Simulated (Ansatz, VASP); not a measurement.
One calculation of MgS, two programs

POSCAR

```
MgS
1.0
    0.0000000000      2.6024618700      2.6024618700
    2.6024618700      0.0000000000      2.6024618700
    2.6024618700      2.6024618700      0.0000000000
Mg S
1 1
Direct
    0.0000000000      0.0000000000      0.0000000000
    0.5000000000      0.5000000000      0.5000000000
```

The input INCAR.step1:

```
SYSTEM = MgS
ALGO     = Normal         ! electronic algorithm
EDIFF    = 1E-4           ! SCF threshold, eV
ENCUT    = 520            ! plane-wave cutoff, eV
GGA      = PE             ! functional
ISMEAR   = -1             ! smearing method
LASPH    = .True.         ! aspherical terms in the spheres
LCHARG   = .False.        ! write CHGCAR
LREAL    = .False.        ! projectors in reciprocal space
LWAVE    = .True.         ! write WAVECAR
NELM     = 80             ! most SCF steps
PREC     = Accurate       ! precision mode
SIGMA    = 0.02           ! smearing width, eV
```

The input INCAR.step2:

```
SYSTEM = MgS
ALGO     = Normal         ! electronic algorithm
EDIFF    = 1E-6           ! SCF threshold, eV
EDIFFG   = -0.01          ! ionic threshold
ENCUT    = 520            ! plane-wave cutoff, eV
IBRION   = 2              ! ionic algorithm
ISIF     = 2              ! what is computed and relaxed
ISMEAR   = -1             ! smearing method
ISTART   = 1            
LASPH    = .True.         ! aspherical terms in the spheres
LCHARG   = .False.        ! write CHGCAR
LMIXTAU  = .True.       
LREAL    = .False.        ! projectors in reciprocal space
LWAVE    = .False.        ! write WAVECAR
METAGGA  = R2SCAN         ! meta-GGA
NELM     = 80             ! most SCF steps
NSW      = 50             ! ionic steps
PREC     = Accurate       ! precision mode
SIGMA    = 0.02           ! smearing width, eV
```

The input KPOINTS:

```
k-points
0
Gamma
  10 10 10
  0 0 0
```

Input for Ansatz:

```yaml
crystal:
  lattice:
    - [0.0, 2.60246187, 2.60246187]
    - [2.60246187, 0.0, 2.60246187]
    - [2.60246187, 2.60246187, 0.0]
  atoms:
    - { symbol: Mg, position: [0.0, 0.0, 0.0] }
    - { symbol: S, position: [0.5, 0.5, 0.5] }
  symmetry: { tolerance: 0.0003 }
hamiltonian:
  xc: r2scan
  pseudopotentials: { kind: paw, azcp: { folder: soft_1 } }
basis:
  ecutwfc: 500
magnetization:
  spin_polarized: false
scf:
  occupations: { method: fermi_dirac, width: 0.02 }
kpoints:
  mp_grid: { grid: [10, 10, 10], shift: [0, 0, 0] }
  band_path:
    path:
      - [0.0, 0.0, 0.0]
      - [0.5, 0.0, 0.5]
      - [0.625, 0.25, 0.625]
      - [0.375, 0.375, 0.75]
      - [0.0, 0.0, 0.0]
      - [0.5, 0.5, 0.5]
      - [0.5, 0.25, 0.75]
      - [0.5, 0.0, 0.5]
    npoints: 10
output:
  forces: true
  stress: true
  eigenvalues: true
  write_potential: true
  elf: true
  volumetric_format: npy
  dos: { e_range: [-12, 8], de: 0.05 }
relax:
  max_steps: 30
```

Alike in both runs: task relaxation of the atoms; functional r2SCAN; k mesh 10 × 10 × 10; occupations fermi-dirac, width 0.02 eV; no spin polarisation.

|  | VASP | Ansatz |
| --- | --- | --- |
| version | VASP 6.6.1 | Ansatz 0.2.0 |
| potentials or method | VASP PAW PBE potentials, release 64 (Mg, S), cutoff 520 eV | PAW plane waves |
| valence electrons in the cell | 8 | 16 |

```tsv
	VASP	Ansatz	Ansatz less VASP
gap on the k mesh at the Fermi level, each at its own relaxed structure (eV)	3.43	3.47	+0.036
```

VASP's potentials were made for PBE, not for r2SCAN. VASP's potentials hold 8 valence electrons a cell and Ansatz's 16, so a difference there can come from the potentials and not from the codes. Ansatz's warnings: stress scf threshold loose.

Noted on VASP's run: the relaxation stopped at its first step, so nothing moved.
